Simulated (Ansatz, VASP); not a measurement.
## One calculation of Cs, two programs

INCAR

```
PREC = Accurate ; ENCUT = 520
EDIFF = 1E-7 ; ISMEAR = -1
SIGMA = 0.1 ; LREAL = F
LASPH = T ; NELM = 80
ALGO = Normal ; ISIF = 2
LWAVE = F ; LCHARG = T
GGA = B5 ; ALDAX = 1.0
AGGAX = 1.0 ; AGGAC = 1.0
ALDAC = 0.0 ; LELF = T
LVHAR = T ; NBANDS = 16
```

KPOINTS

```
regular mesh
0
Gamma
  8 8 4
```

POSCAR

```
Cs
1.0
    5.5320300308      0.0000000000      0.0000000000
   -2.7660150154      4.7908785412      0.0000000000
    0.0000000000      0.0000000000      9.0463123931
Cs
2
Direct
    0.3333333333      0.6666666667      0.2500000000
    0.6666666667      0.3333333333      0.7500000000
```

Input for Ansatz:

```yaml
crystal:
  lattice:
    - [5.5320300308, 0.0, 0.0]
    - [-2.7660150154, 4.7908785412, 0.0]
    - [0.0, 0.0, 9.0463123931]
  atoms:
    - { symbol: Cs, position: [0.3333333333, 0.6666666667, 0.25] }
    - { symbol: Cs, position: [0.6666666667, 0.3333333333, 0.75] }
hamiltonian:
  xc: blyp
  pseudopotentials:
    kind: paw
    azcp:
      Cs: "pseudopotentials/Cs.paw.azcp"
basis:
  ecutwfc: 420
  fft_grid_basis: typed
kpoints:
  mp_grid: { grid: [8, 8, 4], shift: [0, 0, 0] }
magnetization:
  spin_polarized: false
scf:
  occupations: { method: fermi_dirac, width: 0.1 }
  lower_state_search: "off"
output:
  stress: true
```

Alike in both runs: task single point; functional BLYP; k mesh 8 × 8 × 4; occupations fermi-dirac, width 0.1 eV; no spin polarisation.

```csv
,VASP,Ansatz
version,VASP 6.6.1,Ansatz 0.2.0
potentials or method,"VASP PAW PBE potentials, release 64 (Cs_sv), cutoff 520 eV","plane waves (420 eV) with PAW, scalar-relativistic"
valence electrons in the cell,18,18
```

```tsv
	VASP	Ansatz	Ansatz less VASP
pressure (GPa)	0.1	0.1	0.00
```

VASP's potentials were made for PBE, not for BLYP. With one functional, cell and mesh, what is left measures potentials, basis and numerics.

Neither program's run includes spin-orbit coupling.
